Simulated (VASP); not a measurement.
Here is a VASP 6.6.1 calculation.

The input INCAR:

```
ALGO = Normal
EDIFF = 1E-6
ENCUT = 520
ISIF = 2
ISMEAR = 0
LASPH = T
LCHARG = T
LELF = T
LREAL = F
LVHAR = T
LWAVE = F
NBANDS = 55
NELM = 60
PREC = Accurate
SIGMA = 0.01
```

Contents of KPOINTS:

```
k-points
0
Gamma
  6 6 6
```

Contents of POSCAR:

```
Ga2O3
1.0
    2.4922622641      1.4389082890      4.4806364994
   -2.4922622641      1.4389082890      4.4806364994
    0.0000000000     -2.8778165781      4.4806364994
Ga O
4 6
Direct
    0.3554263352      0.3554263352      0.3554263352
    0.1445736648      0.1445736648      0.1445736648
    0.6445736648      0.6445736648      0.6445736648
    0.8554263352      0.8554263352      0.8554263352
    0.5536335029      0.9463664971      0.2500000000
    0.2500000000      0.5536335029      0.9463664971
    0.9463664971      0.2500000000      0.5536335029
    0.4463664971      0.0536335029      0.7500000000
    0.7500000000      0.4463664971      0.0536335029
    0.0536335029      0.7500000000      0.4463664971
```

Potentials or basis: VASP PAW LDA potentials, release 64 (Ga_d, O).

Run with:

```sh
$ cat potpaw_LDA.64/Ga_d/POTCAR potpaw_LDA.64/O/POTCAR > POTCAR
$ mpirun -np 1 vasp_std > vasp.out
```

Q: What does it give for the largest force?

A: 0.091 eV/Å.

Q: Estimate the band gap on the k mesh.

A: 2.80 eV, indirect (least direct gap 3.06 eV).

Q: Predict the pressure.

A: -3.5 GPa.

Forces in eV/Å, atoms in the order of the input:
```
Ga   0.000  0.000 -0.006
Ga   0.000  0.000  0.006
Ga   0.000  0.000  0.006
Ga   0.000  0.000 -0.006
O   -0.091  0.000  0.000
O    0.046 -0.079  0.000
O    0.046  0.079  0.000
O    0.091  0.000  0.000
O   -0.046  0.079  0.000
O   -0.046 -0.079  0.000
```

A k mesh can miss the band edges. A hybrid or GW would open this gap; LDA tends to underestimate it.
